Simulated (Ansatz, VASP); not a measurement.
Two plane-wave programs on MgO

The input INCAR:

```
SYSTEM = MgO
ALGO = Normal
EDIFF = 1E-7
ENCUT = 520
GGA = PE
ISIF = 2
ISMEAR = 0
IVDW = 12
LASPH = .True.
LCHARG = .False.
LREAL = .False.
LWAVE = .False.
NBANDS = 11
NELM = 100
PREC = Accurate
SIGMA = 0.01
```

File KPOINTS:

```
k-points
0
Gamma
  6 6 6
  0 0 0
```

POSCAR

```
MgO
1.0
    2.6233491285      0.0000000000      0.0000000000
    0.0000000000      2.6233491285      0.0000000000
    0.0000000000      0.0000000000      2.6233491285
Mg O
1 1
Direct
    0.0000000000      0.0000000000      0.0000000000
    0.5000000000      0.5000000000      0.5000000000
```

Input for Ansatz:

```yaml
crystal:
  lattice:
    - [2.6233491285, 0.0, 0.0]
    - [0.0, 2.6233491285, 0.0]
    - [0.0, 0.0, 2.6233491285]
  atoms:
    - { symbol: Mg, position: [0.0, 0.0, 0.0] }
    - { symbol: O, position: [0.5, 0.5, 0.5] }
kpoints:
  mp_grid: { grid: [6, 6, 6] }
hamiltonian:
  xc: pbe
  dispersion: d3bj
scf:
  occupations: { method: fixed }
  n_extra_bands: 4
output:
  forces: true
  stress: true
  eigenvalues: true
```

Alike in both runs: task single point; functional PBE; dispersion D3(BJ); k mesh 6 × 6 × 6; no spin polarisation.

|  | VASP | Ansatz |
| --- | --- | --- |
| version | VASP 6.6.1 | Ansatz 0.2.0 |
| potentials or method | VASP PAW PBE potentials, release 64 (Mg, O) | plane waves |
| plane-wave cutoff (eV) | 520 | 420 |
| occupations | gaussian, width 0.01 eV | fixed |
| valence electrons in the cell | 8 | 16 |

Ansatz gave:

```
gap on the k mesh at the Fermi level (eV) : 2.64
pressure (GPa)                            : 0.7
```

Task: Estimate VASP's values.

Result: gap on the k mesh at the Fermi level (eV): 2.62; pressure (GPa): 0.0.

VASP's potentials hold 8 valence electrons a cell and Ansatz's 16, so a difference there can come from the potentials and not from the codes.
